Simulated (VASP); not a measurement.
Write the native input for VASP 6.6.1 that does the following.

- Task: single point
- Functional: PBEsol
- Potentials or basis: VASP PAW PBE potentials, release 64 (Be, Li_sv)
- Cutoff: 520 eV
- k mesh: 8 × 8 × 1
- Occupations: fermi-dirac, width 0.08 eV
- Spin: no spin polarisation
- Dipole correction: yes
- Further INCAR settings: ALGO = Normal; EDIFF = 1e-06; NBANDS = 18

The structure of Li5Be lies in POSCAR:

```
Li5Be
1.0
    4.8503675482      0.0000000000      0.0000000000
   -2.4251837741      4.2005415145      0.0000000000
    0.0000000000      0.0000000000     24.9504000000
Be Li
1 5
Direct
    0.1666666667      0.3333333333      0.4012928846
    0.5000000000      1.0000000000      0.4446369065
    0.8333333333      0.6666666667      0.4789469193
    0.1666666667      0.3333333333      0.5210530917
    0.5000000000      1.0000000000      0.5553630948
    0.8333333333      0.6666666667      0.5987071029
```

One way to write it, as run:

INCAR

```
SYSTEM = Li5Be
PREC = Accurate
ENCUT = 520
EDIFF = 1E-6
ISMEAR = -1
SIGMA = 0.08
LREAL = .FALSE.
LASPH = .TRUE.
NELM = 80
ALGO = Normal
ISIF = 2
LWAVE = .FALSE.
LCHARG = .TRUE.
LDIPOL = .TRUE.
IDIPOL = 3
DIPOL = 0.5 0.5 0.500
GGA = PS
LELF = .TRUE.
LVHAR = .TRUE.
LVACPOTAV = .TRUE.
NBANDS = 18
```

KPOINTS

```
regular mesh
0
G
  8 8 1
  0 0 0
```

Potentials or basis: VASP PAW PBE potentials, release 64 (Be, Li_sv).

Run with:

```console
$ cat potpaw_PBE.64/Be/POTCAR potpaw_PBE.64/Li_sv/POTCAR > POTCAR
$ mpirun -np 1 vasp_std > vasp.out
```

It gave:

```json
{"Largest force": "0.929 eV/Å", "Band gap on the k mesh": "zero (an odd number of electrons rules out a gap without spin polarisation)"}
```

Caveat: the PAW data sets were made with another functional, which shifts forces and pressure a little.

Wall time 6.3 min on 1 thread of Intel Xeon 8259CL, with other jobs on the host, peak memory 0.53 GiB.
